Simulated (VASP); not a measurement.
# Sc3TeBr (Pm-3m) in VASP: a series of runs, part 2 of 2

VASP 6.6.1. Earlier steps stand in the parts before.

## 3. Relaxation of cell and atoms, PBE

This run uses another cell than the first one, of 24.00 Å³/atom.

INCAR reads:

```
ALGO     = Normal         # electronic algorithm
EDIFF    = 1E-6           # SCF threshold, eV
EDIFFG   = -0.01          # ionic threshold
ENCUT    = 600            # plane-wave cutoff, eV
GGA      = PE             # functional
IBRION   = 2              # ionic algorithm
ISIF     = 3              # what is computed and relaxed
ISMEAR   = 0              # smearing method
LASPH    = T              # aspherical terms in the spheres
LCHARG   = F              # write CHGCAR
LREAL    = F              # projectors in reciprocal space
LWAVE    = F              # write WAVECAR
NELM     = 100            # most SCF steps
NSW      = 100            # ionic steps
PREC     = Accurate       # precision mode
SIGMA    = 0.1            # smearing width, eV
```

KPOINTS reads:

```
k-points
0
Gamma
  8 8 8
```

POSCAR reads:

```
Sc3TeBr
1.0
    4.9326099600      0.0000000000      0.0000000000
    0.0000000000      4.9326099600      0.0000000000
    0.0000000000      0.0000000000      4.9326099600
Sc Te Br
3 1 1
Direct
    0.0000000000      0.5000000000      0.5000000000
    0.5000000000      0.5000000000      0.0000000000
    0.5000000000      0.0000000000      0.5000000000
    0.0000000000      0.0000000000      0.0000000000
    0.5000000000      0.5000000000      0.5000000000
```

Potentials or basis: VASP PAW PBE potentials, release 64 (Sc_sv, Te, Br).

The run is started by

```bash
> cat potpaw_PBE.64/Sc_sv/POTCAR potpaw_PBE.64/Te/POTCAR potpaw_PBE.64/Br/POTCAR > POTCAR
> mpirun -np 1 vasp_std > vasp.out
```

OUTCAR:

```text
EDIFF = 1E-6
   EDIFFG = -0.01
   ENCUT = 600
   GGA = PE
   IBRION = 2
   ISIF = 3
   ISMEAR = 0
   LASPH = T
   LREAL = F
   NELM = 100
   NSW = 100
   PREC = Accurate

 ion  position               nearest neighbor table
   1  0.000  0.500  0.500-   5 2.47   5 2.47   4 3.49   4 3.49   4 3.49   4 3.49
   2  0.500  0.500  0.000-   5 2.47   5 2.47   4 3.49   4 3.49   4 3.49   4 3.49
   3  0.500  0.000  0.500-   5 2.47   5 2.47   4 3.49   4 3.49   4 3.49   4 3.49
   4  0.000  0.000  0.000-   1 3.49   2 3.49   3 3.49   1 3.49   3 3.49   1 3.49   2 3.49   1 3.49
                             2 3.49   3 3.49   3 3.49   2 3.49
   5  0.500  0.500  0.500-   1 2.47   2 2.47   3 2.47   2 2.47   3 2.47   1 2.47

  LATTYP: Found a simple cubic cell.
 ALAT       =     4.9326099600

  Lattice vectors:

 A1 = (   4.9326099600,   0.0000000000,   0.0000000000)
 A2 = (   0.0000000000,   4.9326099600,   0.0000000000)
 A3 = (   0.0000000000,   0.0000000000,   4.9326099600)

Analysis of symmetry for initial positions (statically):
=====================================================================
 Subroutine PRICEL returns:
 Original cell was already a primitive cell.

 Routine SETGRP: Setting up the symmetry group for a
 simple cubic supercell.

 Subroutine GETGRP returns: Found 48 space group operations
 (whereof 48 operations were pure point group operations)
 out of a pool of 48 trial point group operations.

The static configuration has the point symmetry O_h .

Analysis of symmetry for dynamics (positions and initial velocities):
=====================================================================
 Subroutine PRICEL returns:
 Original cell was already a primitive cell.

 Routine SETGRP: Setting up the symmetry group for a
 simple cubic supercell.

 Subroutine GETGRP returns: Found 48 space group operations
 (whereof 48 operations were pure point group operations)
 out of a pool of 48 trial point group operations.

The dynamic configuration has the point symmetry O_h .

 Subroutine INISYM returns: Found 48 space group operations
[... 128 lines left out ...]
   GGA     = PE    functional components
   LHFCALC =     F    Hartree Fock is set to
   AEXX    =    0.0000 exact exchange contribution
   IVDW    =     0    specifies the selected vdW correction
   LEPSILON=     F    determine dielectric tensor
   LRPA    =     F    only Hartree local field effects (RPA)
 conjugate gradient relaxation of ions
 non-spin polarized calculation
 Gauss-broadening in eV      SIGMA  =   0.10
  energy-cutoff  :      600.00
  volume of cell :      120.01
 maximum number of plane-waves:      4032
 NGX is ok and might be reduce to    40
   NGX = 19   NGY = 19   NGZ = 19

--------------------------------------- Ionic step        1  -------------------------------------------

 number of electron      45.9999989 magnetization

 Free energy of the ion-electron system (eV)
  ---------------------------------------------------
  ext. energy  EPLUGINS =         0.00000000
  ---------------------------------------------------
  free energy    TOTEN  =       -24.25272161 eV

  energy without entropy =      -24.22284800  energy(sigma->0) =      -24.23778480

------------------------ aborting loop because EDIFF is reached ----------------------------------------

  FORCE on cell =-STRESS in cart. coord.  units (eV):
  Direction    XX          YY          ZZ          XY          YZ          ZX
  --------------------------------------------------------------------------------------
  -------------------------------------------------------------------------------------
  Total        2.0107938      2.0107938      2.0107938      0.0000000     -0.0000000      0.0000000
  in kB       26.8440347     26.8440347     26.8440347      0.0000000     -0.0000000      0.0000000
  external PRESSURE =      26.8440347 kB  Pullay stress =       0.0000000 kB
[... 65 lines left out ...]
--------------------------------------- Ionic step        3  -------------------------------------------

 number of electron      46.0000007 magnetization

 Free energy of the ion-electron system (eV)
  ---------------------------------------------------
  ext. energy  EPLUGINS =         0.00000000
  ---------------------------------------------------
  free energy    TOTEN  =       -24.29716310 eV

  energy without entropy =      -24.26350859  energy(sigma->0) =      -24.28033584

 E-fermi :   5.7246     XC(G=0):  -9.7720

 val. band max:        5.7145435388   @ k =   0.5000   0.1250   0.1250
 cond. band min:       5.7315379644   @ k =   0.1250   0.1250   0.1250
 fundamental gap:      0.0169944256
 Fermi energy:         5.7245776352

 k-point     1 :       0.0000    0.0000    0.0000
  band No.  band energies     occupation
      1     -44.2009      2.00000
      2     -44.1741      2.00000
      3     -44.1741      2.00000
      4     -22.9824      2.00000
      5     -22.9824      2.00000
      6     -22.9824      2.00000
[... 709 lines left out ...]
     26       6.3572      0.00000
     27       6.9934      0.00000

 [... further k-points ...]
[... 5 lines left out ...]
  --------------------------------------------------------------------------------------
  -------------------------------------------------------------------------------------
  Total        0.0062609      0.0062609      0.0062609      0.0000000      0.0000000     -0.0000000
  in kB        0.0799005      0.0799005      0.0799005      0.0000000      0.0000000     -0.0000000
  external PRESSURE =       0.0799005 kB  Pullay stress =       0.0000000 kB
[... 20 lines left out ...]
  FREE ENERGIE OF THE ION-ELECTRON SYSTEM (eV)
  ---------------------------------------------------
  free  energy   TOTEN  =       -24.2971630962 eV

  energy  without entropy=      -24.2635085929  energy(sigma->0) =      -24.28033584

 reached required accuracy - stopping structural energy minimisation
```

CONTCAR:

```text
Sc3TeBr
   1.00000000000000
     5.0072453009055593   -0.0000000000000000    0.0000000000000000
     0.0000000000000000    5.0072453009055593   -0.0000000000000000
    -0.0000000000000000   -0.0000000000000000    5.0072453009055593
  Sc              Te              Br
     3     1     1
Direct
     0.0000000000000000    0.5000000000000000    0.5000000000000000
     0.5000000000000000    0.5000000000000000    0.0000000000000000
     0.5000000000000000    0.0000000000000000    0.5000000000000000
     0.0000000000000000    0.0000000000000000    0.0000000000000000
     0.5000000000000000    0.5000000000000000    0.5000000000000000

  0.00000000E+00  0.00000000E+00  0.00000000E+00
  0.00000000E+00  0.00000000E+00  0.00000000E+00
  0.00000000E+00  0.00000000E+00  0.00000000E+00
  0.00000000E+00  0.00000000E+00  0.00000000E+00
  0.00000000E+00  0.00000000E+00  0.00000000E+00
```

It took 5.4 min on 1 thread of Intel Xeon Platinum 8488C (Sapphire Rapids), shared host; peak memory 0.35 GiB.

Results:

- Free energy: -24.2972 eV
- Relaxed volume: 25.11 Å³/atom
- Relaxed cell: a = 5.007 Å, b = 5.007 Å, c = 5.007 Å, α = 90.00°, β = 90.00°, γ = 90.00°
- Space group after relaxing (to 0.1 Å): Pm-3m (No. 221)
- Energy gained by relaxing: 8.9 meV/atom
- Ionic steps: 3
- Pressure after relaxing: 0.0 GPa
- Band gap on the k mesh: zero (bands 23 and 24 overlap by 1.52 eV)

The path:
```
step  energy change (eV)  largest force (eV/Å)  pressure (GPa)  volume (Å³)
   1              0.0000                0.0000            2.68       120.01
   2             -0.0412                0.0000           -0.65       127.14
   3             -0.0444                0.0000            0.01       125.54
```

Final structure:
```xyz
5
Lattice="5.0072 0.0000 0.0000 0.0000 5.0072 0.0000 0.0000 0.0000 5.0072" Properties=species:S:1:pos:R:3 pbc="T T T"
Sc    0.0000    2.5036    2.5036
Sc    2.5036    2.5036    0.0000
Sc    2.5036    0.0000    2.5036
Te    0.0000    0.0000    0.0000
Br    2.5036    2.5036    2.5036
```

Levels at points of the mesh, in eV from the Fermi level:
| k point | band 20 | band 21 | band 22 | band 23 | band 24 | band 25 | band 26 | band 27 |
| --- | --- | --- | --- | --- | --- | --- | --- | --- |
| (0.00, 0.00, 0.00) | -2.69 | -1.26 | -1.26 | -1.26 | -1.21 | -1.08 | -1.08 | 1.00 |
| (0.50, 0.00, 0.00) | -3.25 | -1.00 | -0.16 | -0.07 | 0.46 | 0.46 | 0.65 | 0.99 |
| (0.50, 0.50, 0.00) | -3.20 | -0.34 | -0.34 | 0.11 | 0.59 | 0.59 | 0.61 | 1.43 |
| (0.50, 0.50, 0.50) | -3.90 | -0.20 | -0.20 | -0.20 | 0.73 | 0.73 | 0.73 | 0.76 |

Caveat: spin-orbit coupling is left out, which moves the levels of the heavy elements.

## 4. Single point, PBE

This run uses another cell than the first one, of 24.00 Å³/atom.

INCAR reads:

```
PREC = Accurate
ENCUT = 520
EDIFF = 1E-6
ISMEAR = 0
SIGMA = 0.1
LREAL = False
LASPH = True
NELM = 80
ALGO = Normal
ISIF = 2
LWAVE = False
LCHARG = False
GGA = PE
NBANDS = 31
```

KPOINTS reads:

```
regular mesh
0
Gamma
  4 4 4
```

POSCAR is that of step 3.

The run is started by

```bash
> cat potpaw_PBE.64/Sc_sv/POTCAR potpaw_PBE.64/Te/POTCAR potpaw_PBE.64/Br/POTCAR > POTCAR
> mpirun -np 1 vasp_std > vasp.out
```

It took 62 s on 1 thread of Intel Xeon 8259CL, shared host; peak memory 0.26 GiB.

It converged, with:

```yaml
Free_energy: -24.3219 eV
Pressure: 2.6 GPa
Band_gap_on_the_k_mesh: zero (bands 23 and 24 overlap by 1.47 eV)
```

Levels at points of the mesh, in eV from the Fermi level:
| k point | band 21 | band 22 | band 23 | band 24 | band 25 | band 26 |
| --- | --- | --- | --- | --- | --- | --- |
| (0.00, 0.00, 0.00) | -1.40 | -1.40 | -1.40 | -1.23 | -1.23 | -1.14 |
| (0.50, 0.00, 0.00) | -1.13 | -0.28 | -0.07 | 0.43 | 0.43 | 0.60 |
| (0.50, 0.50, 0.00) | -0.43 | -0.43 | 0.09 | 0.54 | 0.54 | 0.62 |
| (0.50, 0.50, 0.50) | -0.27 | -0.27 | -0.27 | 0.69 | 0.69 | 0.69 |

Caveat: spin-orbit coupling is left out, which moves the levels of the heavy elements.

## 5. Summary

| task | cell | k mesh | cutoff (eV) | gap on the mesh (eV) | pressure (GPa) |
| --- | --- | --- | --- | --- | --- |
| single point | a = 5.002 Å, 5 atoms | 8 × 8 × 8 | 520 | none | 0.2 |
| relaxation of cell and atoms | relaxed from a = 4.933 Å, 5 atoms | 8 × 8 × 8 | 600 | none | 0.0 |
| single point | a = 4.933 Å, 5 atoms | 4 × 4 × 4 | 520 | none | 2.6 |

Alike in all rows: level PBE; potentials or basis VASP PAW PBE potentials, release 64 (Sc_sv, Te, Br); no spin polarisation; smearing gaussian 0.1 eV.

Caveats: spin-orbit coupling is left out, which moves the levels of the heavy elements.

Total energies depend on the potentials used, so only differences within one code and one set of settings carry meaning.

The gap in the log of VASP goes by the Fermi energy; the results here count the filled bands.